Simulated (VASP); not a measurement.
# SnSe (I4/mmm) in VASP: notebook

Runs on SnSe. Level: r2SCAN. Tasks: single point.

Program: VASP 6.6.1. These are calculated values, not measurements. Logs are shortened: lines on timing, memory, paths and dates and some standing lists are left out, and cuts for length are marked.

### Step 1. The cell of the first run

Symmetry: I4/mmm, No. 139, tetragonal system. Conventional cell: a = 4.257 Å, b = 4.257 Å, c = 5.900 Å, α = 90.00°, β = 90.00°, γ = 90.00°. Within 3.9 Å of Sn (site symmetry 4/mmm) lie 6 Se at 2.95 to 3.01 Å. Within 3.9 Å of Se (site symmetry 4/mmm) lie 6 Sn at 2.95 to 3.01 Å.

### Step 2. Single point, r2SCAN (strain -0.0200 x Voigt [0, 0, 1, 0, 0, 0])

POSCAR reads:

```
SnSe
1.0
    0.0000000000      3.0100000000      2.9498000000
    3.0100000000      0.0000000000      2.9498000000
    3.0100000000      3.0100000000      0.0000000000
Sn Se
1 1
Direct
    0.0000000000      0.0000000000      0.0000000000
    0.5000000000      0.5000000000      0.5000000000
```

INCAR.step1 reads:

```
  PREC = Accurate
  ENCUT = 520
  ISMEAR = 0
  SIGMA = 0.05
  LREAL = F
  LASPH = T
  NELM = 100
  NBANDS = 17
  GGA = PE
  ALGO = Normal
  EDIFF = 1E-4
  LWAVE = T
  LCHARG = F
```

INCAR.step2 reads:

```
  PREC = Accurate
  ENCUT = 520
  EDIFF = 1E-7
  ISMEAR = 0
  SIGMA = 0.05
  LREAL = F
  LASPH = T
  NELM = 100
  ALGO = Normal
  ISIF = 2
  LWAVE = F
  LCHARG = F
  METAGGA = R2SCAN
  LMIXTAU = T
  NBANDS = 17
  ISTART = 1
```

KPOINTS reads:

```
regular mesh
0
Gamma
  10 10 10
```

Potentials or basis: VASP PAW PBE potentials, release 64 (Sn_d, Se).

The run is started by

```console
$ cat potpaw_PBE.64/Sn_d/POTCAR potpaw_PBE.64/Se/POTCAR > POTCAR
$ cp INCAR.step1 INCAR
$ mpirun -np 1 vasp_std > vasp.out
$ cp INCAR.step2 INCAR
$ mpirun -np 1 vasp_std > vasp.out
```

OUTCAR:

```text
PREC = Accurate
   ENCUT = 520
   EDIFF = 1E-7
   ISMEAR = 0
   LREAL = F
   LASPH = T
   NELM = 100
   ISIF = 2
   METAGGA = R2SCAN
   ISTART = 1

 ion  position               nearest neighbor table
   1  0.000  0.000  0.000-   2 2.95   2 2.95   2 3.01   2 3.01   2 3.01   2 3.01
   2  0.500  0.500  0.500-   1 2.95   1 2.95   1 3.01   1 3.01   1 3.01   1 3.01

  LATTYP: Found a body centered tetragonal cell.
 ALAT       =     4.2567828227
 C/A-ratio  =     1.3859292911

  Lattice vectors:

 A1 = (   0.0000000000,  -3.0100000000,  -2.9498000000)
 A2 = (   0.0000000000,   3.0100000000,  -2.9498000000)
 A3 = (   3.0100000000,   0.0000000000,   2.9498000000)

Analysis of symmetry for initial positions (statically):
=====================================================================
 Subroutine PRICEL returns:
 Original cell was already a primitive cell.

 Routine SETGRP: Setting up the symmetry group for a
 body centered tetragonal supercell.

 Subroutine GETGRP returns: Found 16 space group operations
 (whereof 16 operations were pure point group operations)
 out of a pool of 16 trial point group operations.

The static configuration has the point symmetry D_4h.

Analysis of symmetry for dynamics (positions and initial velocities):
=====================================================================
 Subroutine PRICEL returns:
 Original cell was already a primitive cell.

 Routine SETGRP: Setting up the symmetry group for a
 body centered tetragonal supercell.

 Subroutine GETGRP returns: Found 16 space group operations
 (whereof 16 operations were pure point group operations)
 out of a pool of 16 trial point group operations.

The dynamic configuration has the point symmetry D_4h.

 Subroutine INISYM returns: Found 16 space group operations
 (whereof 16 operations are pure point group operations),
 and found     1 'primitive' translations

----------------------------------------------------------------------------------------

                                     Primitive cell

  volume of cell :      53.4510

  direct lattice vectors                    reciprocal lattice vectors
     0.000000000  3.010000000  2.949800000    -0.166112957  0.166112957  0.169503017
     3.010000000  0.000000000  2.949800000     0.166112957 -0.166112957  0.169503017
     3.010000000  3.010000000  0.000000000     0.166112957  0.166112957 -0.169503017

  length of vectors
     4.214429978  4.214429978  4.256782823     0.289686558  0.289686558  0.289686558

  position of ions in fractional coordinates (direct lattice)
     0.000000000  0.000000000  0.000000000
     0.500000000  0.500000000  0.500000000

  ion indices of the primitive-cell ions
   primitive index   ion index
                 1           1
                 2           2

----------------------------------------------------------------------------------------

 KPOINTS: regular mesh

Automatic generation of k-mesh.
 Grid dimensions read from file:
 generate k-points for:   10   10   10

 Generating k-lattice:

  Cartesian coordinates                     Fractional coordinates (reciprocal lattice)
    -0.016611296  0.016611296  0.016950302     0.100000000  0.000000000  0.000000000
     0.016611296 -0.016611296  0.016950302     0.000000000  0.100000000  0.000000000
     0.016611296  0.016611296 -0.016950302    -0.000000000 -0.000000000  0.100000000

  Length of vectors
     0.028968656  0.028968656  0.028968656

  Shift w.r.t. Gamma in fractional coordinates (k-lattice)
     0.000000000  0.000000000  0.000000000

 Subroutine IBZKPT returns following result:
 ===========================================

 Found    102 irreducible k-points:

 Following reciprocal coordinates:
            Coordinates               Weight
  0.000000  0.000000  0.000000      1.000000
  0.100000  0.000000  0.000000      8.000000
  0.200000  0.000000  0.000000      8.000000
  0.300000  0.000000  0.000000      8.000000
  0.400000  0.000000  0.000000      8.000000
  0.500000  0.000000  0.000000      4.000000
[... 16 lines left out ...]
  0.300000  0.300000  0.000000      2.000000
  0.400000  0.300000  0.000000      8.000000
 [... further k-points ...]
   k-points           NKPTS =    102   k-points in BZ     NKDIM =    102   number of bands    NBANDS=     17
   number of dos      NEDOS =    301   number of ions     NIONS =      2
   total plane-waves  NPLWV =  32768
   dimension x,y,z NGX =    32 NGY =   32 NGZ =   32
   dimension x,y,z NGXF=    64 NGYF=   64 NGZF=   64
   ions per type =               1   1
   NGX,Y,Z   is equivalent  to a cutoff of  12.62, 12.62, 12.50 a.u.
   NGXF,Y,Z  is equivalent  to a cutoff of  25.25, 25.25, 24.99 a.u.
 SYSTEM =  unknown system
   PREC   = accura    normal or accurate (medium, high low for compatibility)
   ISTART =      1    job   : 0-new  1-cont  2-samecut
   ICHARG =      0    charge: 1-file 2-atom 10-const
   ISPIN  =      1    spin polarized calculation?
   LNONCOLLINEAR =      F non collinear calculations
   LSORBIT =      F    spin-orbit coupling
   LASPH  =      T    aspherical Exc in radial PAW
   ENCUT  =  520.0 eV  38.22 Ry    6.18 a.u.   7.84  7.84  7.91*2*pi/ulx,y,z
   NELM   =    100;   NELMIN=  2; NELMDL=  0     # of ELM steps
   EDIFF  = 0.1E-06   stopping-criterion for ELM
   LREAL  =      F    real-space projection
   EDIFFG = 0.1E-05   stopping-criterion for IOM
   NSW    =      0    number of steps for IOM
   IBRION =     -1    ionic relax: 0-MD 1-quasi-New 2-CG
   NFREE  =      0    steps in history (QN), initial steepest desc. (CG)
   ISIF   =      2    stress and relaxation
   ISYM   =      2    0-nonsym 1-usesym 2-fastsym
   POTIM  = 0.5000    time-step for ionic-motion
   TEBEG  =    0.0;   TEEND  =   0.0 temperature during run
   PSTRESS=    0.0 pullay stress
   NELECT =      20.0000    total number of electrons
   NUPDOWN=      -1.0000    fix difference up-down
   EMIN   =  10.00;   EMAX   =-10.00  energy-range for DOS
   EFERMI =   0.00;   METHOD = LEGACY
   ISMEAR =     0;   SIGMA  =   0.05  broadening in eV -4-tet -1-fermi 0-gaus
   EFERMI_NEDOS =   21; number of points for ismear=-14 and -15
   IALGO  =     38    algorithm
   IMIX   =      4    mixing-type and parameters
     AMIX     =   0.40;   BMIX     =  1.00
     AMIX_MAG =   1.60;   BMIX_MAG =  1.00
  volume/ion in A,a.u.               =      26.73       180.35
  Fermi-wavevector in a.u.,A,eV,Ry     =   1.179686  2.229283 18.934661  1.391658
  Thomas-Fermi vector in A             =   2.315992
   LORBIT       =      0    0 simple, 1 ext, 2 COOP (PROOUT), +10 PAW based schemes
   METAGGA = R2SCAN    functional components
   LHFCALC =     F    Hartree Fock is set to
   AEXX    =    0.0000 exact exchange contribution
   IVDW    =     0    specifies the selected vdW correction
   LEPSILON=     F    determine dielectric tensor
   LRPA    =     F    only Hartree local field effects (RPA)
 non-spin polarized calculation
 Gauss-broadening in eV      SIGMA  =   0.05
  energy-cutoff  :      520.00
  volume of cell :       53.45
 maximum number of plane-waves:      1451
   NGX = 15   NGY = 15   NGZ = 15

 number of electron      20.0000008 magnetization

 Free energy of the ion-electron system (eV)
  ---------------------------------------------------
  ext. energy  EPLUGINS =         0.00000000
  ---------------------------------------------------
  free energy    TOTEN  =       -39.86454980 eV

  energy without entropy =      -39.86454980  energy(sigma->0) =      -39.86454980

 E-fermi :   6.1291     XC(G=0): -10.2868

 val. band max:        5.9244010040   @ k =   0.5000   0.0000   0.0000
 cond. band min:       6.4041588746   @ k =  -0.4000   0.1000   0.0000
 fundamental gap:      0.4797578706
 Fermi energy:         6.1290661439

 k-point     1 :       0.0000    0.0000    0.0000
  band No.  band energies     occupation
      1     -16.6093      2.00000
      2     -16.6056      2.00000
      3     -16.6011      2.00000
      4     -16.5998      2.00000
      5     -16.5998      2.00000
      6      -8.9305      2.00000
[... 9 lines left out ...]
     16      12.0560      0.00000
     17      14.1259      0.00000

 k-point     2 :       0.1000    0.0000    0.0000
  band No.  band energies     occupation
      1     -16.6097      2.00000
      2     -16.6051      2.00000
      3     -16.6017      2.00000
      4     -16.5991      2.00000
      5     -16.5987      2.00000
      6      -8.8540      2.00000
[... 9 lines left out ...]
     16      12.2595      0.00000
     17      14.8620      0.00000

 k-point     3 :       0.2000    0.0000    0.0000
  band No.  band energies     occupation
      1     -16.6115      2.00000
      2     -16.6058      2.00000
      3     -16.6021      2.00000
      4     -16.5966      2.00000
      5     -16.5954      2.00000
      6      -8.6385      2.00000
[... 9 lines left out ...]
     16      12.8993      0.00000
     17      16.5122      0.00000

 k-point     4 :       0.3000    0.0000    0.0000
  band No.  band energies     occupation
      1     -16.6141      2.00000
      2     -16.6087      2.00000
      3     -16.6011      2.00000
      4     -16.5930      2.00000
      5     -16.5909      2.00000
      6      -8.3326      2.00000
[... 9 lines left out ...]
     16      13.9143      0.00000
     17      18.3521      0.00000
[... 343 lines left out ...]
      1     -16.6142      2.00000
      2     -16.6103      2.00000
      3     -16.5963      2.00000
      4     -16.5955      2.00000
      5     -16.5923      2.00000
      6      -8.2369      2.00000
[... 9 lines left out ...]
     16      15.9325      0.00000
     17      16.2478      0.00000

 k-point    23 :       0.3000    0.3000    0.0000
  band No.  band energies     occupation
      1     -16.6230      2.00000
      2     -16.6106      2.00000
      3     -16.6032      2.00000
      4     -16.5866      2.00000
      5     -16.5866      2.00000
      6      -8.1009      2.00000
[... 9 lines left out ...]
     16      16.5539      0.00000
     17      16.6305      0.00000

 k-point    24 :       0.4000    0.3000    0.0000
  band No.  band energies     occupation
      1     -16.6281      2.00000
      2     -16.6106      2.00000
      3     -16.6032      2.00000
      4     -16.5843      2.00000
      5     -16.5836      2.00000
      6      -7.8681      2.00000
[... 9 lines left out ...]
     16      17.0794      0.00000
     17      17.8273      0.00000

 [... further k-points ...]

------------------------ aborting loop because EDIFF is reached ----------------------------------------

  FORCE on cell =-STRESS in cart. coord.  units (eV):
  Direction    XX          YY          ZZ          XY          YZ          ZX
  --------------------------------------------------------------------------------------
  -------------------------------------------------------------------------------------
  Total        0.0711788      0.0711788      1.0124797      0.0000000      0.0000000     -0.0000000
  in kB        2.1335639      2.1335639     30.3487864      0.0000000      0.0000000     -0.0000000
  external PRESSURE =      11.5386381 kB  Pullay stress =       0.0000000 kB

 VOLUME and BASIS-vectors are now :
 -----------------------------------------------------------------------------
  energy-cutoff  :      520.00
  volume of cell :       53.45
      direct lattice vectors                 reciprocal lattice vectors
     0.000000000  3.010000000  2.949800000    -0.166112957  0.166112957  0.169503017
     3.010000000  0.000000000  2.949800000     0.166112957 -0.166112957  0.169503017
     3.010000000  3.010000000  0.000000000     0.166112957  0.166112957 -0.169503017

 POSITION                                       TOTAL-FORCE (eV/Angst)
 -----------------------------------------------------------------------------------
      0.00000      0.00000      0.00000        -0.000000      0.000000     -0.000000
      3.01000      3.01000      2.94980         0.000000     -0.000000      0.000000
 -----------------------------------------------------------------------------------
    total drift:                                0.000000     -0.000000     -0.000000

  FREE ENERGIE OF THE ION-ELECTRON SYSTEM (eV)
  ---------------------------------------------------
  free  energy   TOTEN  =       -39.8645497982 eV

  energy  without entropy=      -39.8645497982  energy(sigma->0) =      -39.86454980
```

Run time: 5.4 min. Hardware: 1 thread of Intel Xeon 8259CL, shared host; peak memory 0.25 GiB.

Results:

```
Free energy            : -39.8645 eV
Pressure               : 1.2 GPa
Band gap on the k mesh : 0.48 eV (least direct gap 0.56 eV)
```

Caveat: the cell differs from its parent crystal (strain -0.0200 x Voigt [0, 0, 1, 0, 0, 0]); the PAW data sets were made with another functional, which shifts forces and pressure a little; spin-orbit coupling is left out, which moves the levels of the heavy elements. A k mesh can miss the band edges.

### Step 3. Single point, r2SCAN (strain -0.0100 x Voigt [0, 0, 1, 0, 0, 0])

POSCAR reads:

```
SnSe
1.0
    0.0000000000      3.0100000000      2.9799000000
    3.0100000000      0.0000000000      2.9799000000
    3.0100000000      3.0100000000      0.0000000000
Sn Se
1 1
Direct
    0.0000000000      0.0000000000      0.0000000000
    0.5000000000      0.5000000000      0.5000000000
```

Edit INCAR.step1 of step 2 so:

```diff
@@ -6,3 +6,3 @@
   LASPH = T
-  NELM = 100
+  NELM = 60
   NBANDS = 17
```

Edit INCAR.step2 of step 2 so:

```diff
@@ -2,3 +2,3 @@
   ENCUT = 520
-  EDIFF = 1E-7
+  EDIFF = 1E-6
   ISMEAR = 0
@@ -7,3 +7,3 @@
   LASPH = T
-  NELM = 100
+  NELM = 60
   ALGO = Normal
```

KPOINTS reads:

```
Automatic mesh
0
Gamma
  10 10 10
```

Potentials or basis: VASP PAW PBE potentials, release 64 (Sn_d, Se).

The run is started by

```console
$ cat potpaw_PBE.64/Sn_d/POTCAR potpaw_PBE.64/Se/POTCAR > POTCAR
$ cp INCAR.step1 INCAR
$ mpirun -np 1 vasp_std > vasp.out
$ cp INCAR.step2 INCAR
$ mpirun -np 1 vasp_std > vasp.out
```

Run time: 4.6 min. Hardware: 1 thread of Intel Xeon 8259CL, shared host; peak memory 0.25 GiB.

It converged, with:

| Item | Value |
| --- | --- |
| Free energy | -39.8722 eV |
| Pressure | 0.5 GPa |
| Band gap on the k mesh | 0.48 eV (least direct gap 0.50 eV) |

Stress tensor (GPa, compression positive):
```
0.09 0.00 0.00
0.00 0.09 0.00
0.00 0.00 1.41
```

Levels at points of the mesh, in eV from the valence-band top:
| k point | band 7 | band 8 | band 9 | band 10 | band 11 | band 12 | band 13 | band 14 |
| --- | --- | --- | --- | --- | --- | --- | --- | --- |
| (0.00, 0.00, 0.00) | -5.21 | -2.73 | -2.63 | -2.63 | 4.32 | 4.32 | 4.57 | 6.01 |
| (0.50, 0.00, 0.00) | -8.62 | -2.40 | -2.38 | 0.00 | 0.50 | 1.11 | 1.16 | 8.60 |
| (0.50, 0.50, 0.00) | -6.38 | -6.03 | -4.16 | -4.16 | 3.06 | 5.49 | 5.49 | 6.33 |
| (0.50, 0.00, 0.50) | -6.34 | -6.01 | -4.20 | -4.08 | 3.10 | 5.41 | 5.68 | 6.18 |

Caveat: the cell differs from its parent crystal (strain -0.0100 x Voigt [0, 0, 1, 0, 0, 0]); the PAW data sets were made with another functional, which shifts forces and pressure a little; spin-orbit coupling is left out, which moves the levels of the heavy elements. A k mesh can miss the band edges.
